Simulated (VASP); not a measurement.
# MgO (Fm-3m) in VASP: a series of runs, part 2 of 2

VASP 6.6.1. Earlier steps stand in the parts before.

### 3 Single point, PBE

File INCAR:

```
PREC = Accurate
ENCUT = 520
EDIFF = 1E-6
ISMEAR = 0
SIGMA = 0.01
LREAL = False
LASPH = True
NELM = 60
ALGO = Normal
ISIF = 2
LWAVE = False
LCHARG = False
GGA = PE
NBANDS = 11
```

File KPOINTS:

```
Automatic mesh
0
Gamma
  6 6 6
```

File POSCAR:

```
MgO
1.0
    0.0000000000      2.1119935000      2.1119935000
    2.1119935000      0.0000000000      2.1119935000
    2.1119935000      2.1119935000      0.0000000000
Mg O
1 1
Direct
    0.0000000000      0.0000000000      0.0000000000
    0.5000000000      0.5000000000      0.5000000000
```

Potentials or basis: VASP PAW PBE potentials, release 64 (Mg, O).

Launch:

```sh
$ cat potpaw_PBE.64/Mg/POTCAR potpaw_PBE.64/O/POTCAR > POTCAR
$ mpirun -np 1 vasp_std > vasp.out
```

OUTCAR:

```text
PREC = Accurate
   ENCUT = 520
   EDIFF = 1E-6
   ISMEAR = 0
   LREAL = False
   LASPH = True
   NELM = 60
   ISIF = 2
   GGA = PE

 ion  position               nearest neighbor table
   1  0.000  0.000  0.000-   2 2.11   2 2.11   2 2.11   2 2.11   2 2.11   2 2.11
   2  0.500  0.500  0.500-   1 2.11   1 2.11   1 2.11   1 2.11   1 2.11   1 2.11

  LATTYP: Found a face centered cubic cell.
 ALAT       =     4.2239870000

  Lattice vectors:

 A1 = (   0.0000000000,   2.1119935000,   2.1119935000)
 A2 = (   2.1119935000,   0.0000000000,   2.1119935000)
 A3 = (   2.1119935000,   2.1119935000,   0.0000000000)

Analysis of symmetry for initial positions (statically):
=====================================================================
 Subroutine PRICEL returns:
 Original cell was already a primitive cell.

 Routine SETGRP: Setting up the symmetry group for a
 face centered cubic supercell.

 Subroutine GETGRP returns: Found 48 space group operations
 (whereof 48 operations were pure point group operations)
 out of a pool of 48 trial point group operations.

The static configuration has the point symmetry O_h .

Analysis of symmetry for dynamics (positions and initial velocities):
=====================================================================
 Subroutine PRICEL returns:
 Original cell was already a primitive cell.

 Routine SETGRP: Setting up the symmetry group for a
 face centered cubic supercell.

 Subroutine GETGRP returns: Found 48 space group operations
 (whereof 48 operations were pure point group operations)
 out of a pool of 48 trial point group operations.

The dynamic configuration has the point symmetry O_h .

 Subroutine INISYM returns: Found 48 space group operations
 (whereof 48 operations are pure point group operations),
 and found     1 'primitive' translations

----------------------------------------------------------------------------------------

                                     Primitive cell

  volume of cell :      18.8412

  direct lattice vectors                    reciprocal lattice vectors
[... 107 lines left out ...]
   LEPSILON=     F    determine dielectric tensor
   LRPA    =     F    only Hartree local field effects (RPA)
 non-spin polarized calculation
 Gauss-broadening in eV      SIGMA  =   0.01
  energy-cutoff  :      520.00
  volume of cell :       18.84
 maximum number of plane-waves:       531
 NGX is ok and might be reduce to    24
   NGX = 11   NGY = 11   NGZ = 11

 number of electron       8.0000005 magnetization

 Free energy of the ion-electron system (eV)
  ---------------------------------------------------
  ext. energy  EPLUGINS =         0.00000000
  ---------------------------------------------------
  free energy    TOTEN  =       -11.90866784 eV

  energy without entropy =      -11.90866784  energy(sigma->0) =      -11.90866784

 E-fermi :   3.1797     XC(G=0): -11.0384

 val. band max:        3.1244232991   @ k =   0.0000   0.0000   0.0000
 cond. band min:       7.7683166378   @ k =   0.0000   0.0000   0.0000
 fundamental gap:      4.6438933387
 Fermi energy:         3.1797453195

 k-point     1 :       0.0000    0.0000    0.0000
  band No.  band energies     occupation
      1     -14.0959      2.00000
      2       3.1244      2.00000
      3       3.1244      2.00000
      4       3.1244      2.00000
      5       7.7683      0.00000
      6      18.8754      0.00000
      7      18.8754      0.00000
      8      18.8754      0.00000
      9      22.7699      0.00000
     10      24.5342      0.00000
     11      24.5342      0.00000
[... 197 lines left out ...]
 k-point    16 :      -0.3333    0.5000    0.1667
  band No.  band energies     occupation
      1     -12.5391      2.00000
      2      -0.4027      2.00000
      3       0.9043      2.00000
      4       1.4707      2.00000
      5      13.6387      0.00000
      6      14.4388      0.00000
      7      15.5260      0.00000
      8      19.5027      0.00000
      9      23.1856      0.00000
     10      27.6577      0.00000
     11      29.1696      0.00000

------------------------ aborting loop because EDIFF is reached ----------------------------------------

  FORCE on cell =-STRESS in cart. coord.  units (eV):
  Direction    XX          YY          ZZ          XY          YZ          ZX
  --------------------------------------------------------------------------------------
  -------------------------------------------------------------------------------------
  Total        0.2984388      0.2984388      0.2984388     -0.0000000     -0.0000000      0.0000000
  in kB       25.3780439     25.3780439     25.3780439     -0.0000000     -0.0000000      0.0000000
  external PRESSURE =      25.3780439 kB  Pullay stress =       0.0000000 kB

 VOLUME and BASIS-vectors are now :
 -----------------------------------------------------------------------------
  energy-cutoff  :      520.00
  volume of cell :       18.84
      direct lattice vectors                 reciprocal lattice vectors
     0.000000000  2.111993500  2.111993500    -0.236743153  0.236743153  0.236743153
     2.111993500  0.000000000  2.111993500     0.236743153 -0.236743153  0.236743153
     2.111993500  2.111993500  0.000000000     0.236743153  0.236743153 -0.236743153

 POSITION                                       TOTAL-FORCE (eV/Angst)
 -----------------------------------------------------------------------------------
      0.00000      0.00000      0.00000         0.000000      0.000000      0.000000
      2.11199      2.11199      2.11199        -0.000000     -0.000000      0.000000
 -----------------------------------------------------------------------------------
    total drift:                               -0.000000     -0.000000      0.000000

  FREE ENERGIE OF THE ION-ELECTRON SYSTEM (eV)
  ---------------------------------------------------
  free  energy   TOTEN  =       -11.9086678352 eV

  energy  without entropy=      -11.9086678352  energy(sigma->0) =      -11.90866784
```

Wall time 9.7 s (1 thread of Intel Xeon 6975P-C, shared host); peak memory 0.11 GiB.

Results:

```yaml
Free_energy: -11.9087 eV
Pressure: 2.5 GPa
Band_gap_on_the_k_mesh: 4.64 eV, direct
```

Caveat: the k points lie up to 0.43 Å⁻¹ apart.

### 4 Single point, PBEsol

File INCAR:

```
SYSTEM = MgO
  ALGO = Normal
  EDIFF = 1E-6
  ENCUT = 520
  GGA = PS
  ISIF = 2
  ISMEAR = 0
  LASPH = .True.
  LCHARG = .False.
  LREAL = .False.
  LWAVE = .False.
  NBANDS = 11
  NELM = 80
  PREC = Accurate
  SIGMA = 0.01
```

File KPOINTS:

```
k-points
0
Gamma
  6 6 6
  0 0 0
```

POSCAR is that of step 3.

Launch:

```sh
$ cat potpaw_PBE.64/Mg/POTCAR potpaw_PBE.64/O/POTCAR > POTCAR
$ mpirun -np 1 vasp_std > vasp.out
```

Run time: 10 s. Hardware: 1 thread of Intel Xeon 6975P-C, shared host; peak memory 0.11 GiB.

The run converged. Its results:

```yaml
Free_energy: -12.5114 eV
Pressure: -1.6 GPa
Band_gap_on_the_k_mesh: 4.55 eV, direct
```

Levels at points of the mesh, in eV from the valence-band top:
```csv
k point,band 1,band 2,band 3,band 4,band 5,band 6,band 7,band 8,band 9
"(0.00, 0.00, 0.00)",-17.16,0.00,0.00,0.00,4.55,15.58,15.58,15.58,19.40
"(0.50, 0.00, 0.00)",-15.87,-4.64,-0.65,-0.65,7.69,12.41,16.09,16.09,20.64
"(0.50, 0.50, 0.00)",-15.61,-4.11,-1.35,-1.35,8.91,9.79,12.88,18.71,18.71
```

Caveat: the k points lie up to 0.43 Å⁻¹ apart; the PAW data sets were made with another functional, which shifts forces and pressure a little.

### 5 Summary

| level | potentials or basis | gap on the mesh (eV) | pressure (GPa) |
| --- | --- | --- | --- |
| LDA | VASP PAW LDA potentials, release 64 (Mg, O) | 4.57 | -8.9 |
| PBE | VASP PAW PBE potentials, release 64 (Mg, O) | 4.64 | 2.5 |
| PBEsol | VASP PAW PBE potentials, release 64 (Mg, O) | 4.55 | -1.6 |

Alike in all rows: task single point; no spin polarisation; cell as given; k mesh 6 × 6 × 6; cutoff (eV) 520; smearing gaussian 0.01 eV.

Caveats: all runs use coarse meshes; the PAW data sets were made with another functional, which shifts forces and pressure a little (some runs).

Absolute energies hang on the potentials; compare differences alone.
